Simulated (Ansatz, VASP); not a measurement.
# One calculation of Mg7Se, two programs

```
Mg Se
1.0
     3.50383    0.00000    0.00000
    -1.75192    3.03441    0.00000
     0.00000    0.00000   18.22005
Mg Se
7 1
Direct
  0.33333 0.66667 0.36372
  0.00000 0.00000 0.50000
  0.66667 0.33333 0.63628
  0.66667 0.33333 0.90626
  0.00000 0.00000 0.77107
  0.33333 0.66667 0.09374
  0.00000 0.00000 0.22893
  0.00000 0.00000 0.00000
```

Alike in both runs: functional PBE; k mesh 12 × 12 × 2; occupations gaussian, width 0.1 eV; no spin polarisation.

Ansatz relaxed the structure, and its values are those at the end. VASP's run is a single point on that final structure, the one shown.

```csv
,VASP,Ansatz
version,VASP 6.6.1,Ansatz 0.2.0
potentials or method,"VASP PAW PBE potentials, release 64 (Mg, Se), cutoff 520 eV","scalar-relativistic, plane waves, PAW"
valence electrons in the cell,20,86
```

```csv
,VASP,Ansatz,Ansatz less VASP
gap on the k mesh at the Fermi level (eV),none,none,-
pressure (GPa),-0.1,0.0,+0.10
```

A gap of «none» marks a metal or a gap that the smearing closes. With one functional, cell and mesh, what is left measures potentials, basis and numerics. VASP's potentials hold 20 valence electrons a cell and Ansatz's 86, so a difference there can come from the potentials and not from the codes.
